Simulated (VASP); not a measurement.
Set up this calculation in VASP 6.6.1, as the native input.

```
Task                   : single point
Functional             : PBE
Potentials or basis    : VASP PAW PBE potentials, release 64 (Mg, O)
Cutoff                 : 520 eV
k mesh                 : 9 × 9 × 1
Occupations            : gaussian, width 0.05 eV
Spin                   : no spin polarisation
Dipole correction      : yes
Further INCAR settings : ALGO = Normal; EDIFF = 1e-07; NBANDS = 41
```

The structure of MgO lies in POSCAR:

```
MgO
1.0
    3.0078233141      0.0000000000      0.0000000000
    0.0000000000      3.0078233141      0.0000000000
    0.0000000000      0.0000000000     27.7611135720
Mg O
7 7
Direct
    0.5000000000      0.5000000000      0.2701620733
    0.0000000000      0.0000000000      0.3467747155
    0.5000000000      0.5000000000      0.4233873578
    0.0000000000      0.0000000000      0.5000000000
    0.5000000000      0.5000000000      0.5766126422
    0.0000000000      0.0000000000      0.6532252845
    0.5000000000      0.5000000000      0.7298379267
    0.0000000000      0.0000000000      0.2701620733
    0.5000000000      0.5000000000      0.3467747155
    0.0000000000      0.0000000000      0.4233873578
    0.5000000000      0.5000000000      0.5000000000
    0.0000000000      0.0000000000      0.5766126422
    0.5000000000      0.5000000000      0.6532252845
    0.0000000000      0.0000000000      0.7298379267
```

One way to write it, as run:

INCAR

```
PREC = Accurate ; ENCUT = 520
EDIFF = 1E-7 ; ISMEAR = 0
SIGMA = 0.05 ; LREAL = False
LASPH = True ; NELM = 80
ALGO = Normal ; ISIF = 2
LWAVE = False ; LCHARG = False
LDIPOL = True ; IDIPOL = 3
DIPOL = 0.5 0.5 0.500 ; GGA = PE
NBANDS = 41
```

KPOINTS

```
regular mesh
0
Gamma
  9 9 1
```

Potentials or basis: VASP PAW PBE potentials, release 64 (Mg, O).

Run with:

```bash
$ cat potpaw_PBE.64/Mg/POTCAR potpaw_PBE.64/O/POTCAR > POTCAR
$ mpirun -np 1 vasp_std > vasp.out
```

It gave:

```json
{
 "Largest force": "0.468 eV/Å",
 "Band gap on the k mesh": "3.28 eV"
}
```

It took 9.3 min on 1 thread of AMD EPYC 7R13 (shared host), peak memory 0.36 GiB.
